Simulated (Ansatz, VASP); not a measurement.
W in VASP and in Ansatz

File POSCAR:

```
W
1.0
   -1.6060175114      1.6060175114      1.6060175114
    1.6060175114     -1.6060175114      1.6060175114
    1.6060175114      1.6060175114     -1.6060175114
W
1
Direct
    0.0000000000      0.0000000000      0.0000000000
```

INCAR.step1

```
SYSTEM = W
ALGO     = Normal         ! electronic algorithm
EDIFF    = 1E-4           ! SCF threshold, eV
ENCUT    = 520            ! plane-wave cutoff, eV
GGA      = PE             ! functional
ISMEAR   = -1             ! smearing method
LASPH    = .True.         ! aspherical terms in the spheres
LCHARG   = .False.        ! write CHGCAR
LREAL    = .False.        ! projectors in reciprocal space
LWAVE    = .True.         ! write WAVECAR
NBANDS   = 13             ! bands
NELM     = 60             ! most SCF steps
PREC     = Accurate       ! precision mode
SIGMA    = 0.03           ! smearing width, eV
```

INCAR.step2

```
SYSTEM = W
ALGO     = Normal         ! electronic algorithm
EDIFF    = 1E-8           ! SCF threshold, eV
ENCUT    = 520            ! plane-wave cutoff, eV
ISIF     = 2              ! what is computed and relaxed
ISMEAR   = -1             ! smearing method
ISTART   = 1            
LASPH    = .True.         ! aspherical terms in the spheres
LCHARG   = .False.        ! write CHGCAR
LEFG     = .True.       
LMIXTAU  = .True.       
LREAL    = .False.        ! projectors in reciprocal space
LWAVE    = .False.        ! write WAVECAR
METAGGA  = R2SCAN         ! meta-GGA
NBANDS   = 13             ! bands
NELM     = 60             ! most SCF steps
PREC     = Accurate       ! precision mode
SIGMA    = 0.03           ! smearing width, eV
```

The input KPOINTS:

```
k-points
0
Gamma
  16 16 16
  0 0 0
```

Input for Ansatz:

```yaml
crystal:
  lattice:
    - [-1.6060175114, 1.6060175114, 1.6060175114]
    - [1.6060175114, -1.6060175114, 1.6060175114]
    - [1.6060175114, 1.6060175114, -1.6060175114]
  atoms:
    - { symbol: W, position: [0.0, 0.0, 0.0] }
kpoints:
  mp_grid: { grid: [16, 16, 16] }
scf:
  occupations: { method: fermi_dirac, width: 0.03 }
hamiltonian:
  xc: r2scan
  pseudopotentials: { kind: paw }
output:
  forces: true
  stress: true
  eigenvalues: true
  efg: { contact_densities: true }
```

Change from the starting cell: volume scaled by 1.04, PAW files.

Alike in both runs: task electric field gradients; functional r2SCAN; k mesh 16 × 16 × 16; occupations fermi-dirac, width 0.03 eV; no spin polarisation.

```csv
,VASP,Ansatz
version,VASP 6.6.1,Ansatz 0.2.0
potentials or method,"VASP PAW PBE potentials, release 64 (W_sv)","PAW with Ansatz's default frozen-core files, scalar-relativistic"
plane-wave cutoff (eV),520,500
valence electrons in the cell,14,14
```

|  | VASP | Ansatz | Ansatz less VASP |
| --- | --- | --- | --- |
| pressure (GPa) | -10.7 | -11.8 | -1.04 |

VASP's potentials were made for PBE, not for r2SCAN. With one functional, cell and mesh, what is left measures potentials, basis and numerics.

Spin-orbit coupling is off throughout.
